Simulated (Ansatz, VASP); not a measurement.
**One calculation of CuO, two programs**

INCAR

```
ALGO = Normal
EDIFF = 1E-6
ENCUT = 520
GGA = PE
ISIF = 2
ISMEAR = 0
ISPIN = 2
LASPH = T
LCHARG = F
LDAU = T
LDAUJ = 0 0
LDAUL = 2 -1
LDAUPRINT = 1
LDAUTYPE = 2
LDAUU = 4 0
LMAXMIX = 4
LORBIT = 11
LREAL = F
LWAVE = F
MAGMOM = 1 1 0 0
NBANDS = 29
NELM = 150
PREC = Accurate
SIGMA = 0.05
```

The input KPOINTS:

```
k-points
0
Gamma
  5 5 3
```

POSCAR

```
CuO
1.0
    2.3418500000     -1.7113000000      0.0000000000
    2.3418500000      1.7113000000      0.0000000000
   -0.8500274268      0.0000000000      5.0578693947
Cu O
2 2
Direct
    0.0000000000      0.5000000000      0.0000000000
    0.5000000000      0.0000000000      0.5000000000
    0.5816000000      0.4184000000      0.2500000000
    0.4184000000      0.5816000000      0.7500000000
```

Input for Ansatz:

```yaml
crystal:
  lattice:
    - [2.34185, -1.7113, 0.0]
    - [2.34185, 1.7113, 0.0]
    - [-0.8500274268, 0.0, 5.0578693947]
  atoms:
    - { symbol: Cu, position: [0.0, 0.5, 0.0], spin: 1.0 }
    - { symbol: Cu, position: [0.5, 0.0, 0.5], spin: 1.0 }
    - { symbol: O, position: [0.5816, 0.4184, 0.25] }
    - { symbol: O, position: [0.4184, 0.5816, 0.75] }
basis:
  ecutwfc: 420
  ecutrho_ratio: 4
kpoints:
  mp_grid: { grid: [5, 5, 3] }
hamiltonian:
  xc: pbe
  hubbard: { sites: [{ species: Cu, l: d, u_eff: 4.0 }] }
  pseudopotentials: { kind: paw, frozen_core: stored }
scf:
  occupations: { method: gaussian, width: 0.05 }
output:
  forces: true
  stress: true
  eigenvalues: true
  populations: true
  hubbard: { sites: [{ species: Cu, l: d }] }
magnetization:
  spin_polarized: true
```

Alike in both runs: task single point; functional PBE; k mesh 5 × 5 × 3; occupations gaussian, width 0.05 eV; collinear spin; Hubbard terms Cu d U = 4.0 eV.

|  | VASP | Ansatz |
| --- | --- | --- |
| version | VASP 6.6.1 | Ansatz 0.2.0 |
| potentials or method | VASP PAW PBE potentials, release 64 (Cu, O), cutoff 520 eV | scalar-relativistic, plane waves, PAW |
| valence electrons in the cell | 34 | 50 |

Ansatz gave:

```
pressure (GPa)                                                : 8.4
traceless stress, the component that is largest in VASP (GPa) : -0.81
rms of the force components (eV/Å)                            : 0.033
net moment per atom (μB)                                      : 0.47
size of the moment on the site where the two differ most (μB) : 0.59
```

Q: Which values does VASP return?

A: Pressure (GPa): 4.9; traceless stress, the component that is largest in VASP (GPa): -0.75; rms of the force components (eV/Å): 0.022; net moment per atom (μB): 0.50; size of the moment on the site where the two differ most (μB): 0.66.

Site moments also hang on the region over which each program counts them. The programs project onto different local orbitals, so the same U acts differently, and such runs can settle in different states. Atom by atom the forces differ by 0.011 eV/Å (rms over components). VASP's potentials hold 34 valence electrons a cell and Ansatz's 50, so a difference there can come from the potentials and not from the codes. Ansatz's warnings: filled band counts differ across k points, stability check not made.

The k mesh is coarse, so the values compare programs but aren't converged.
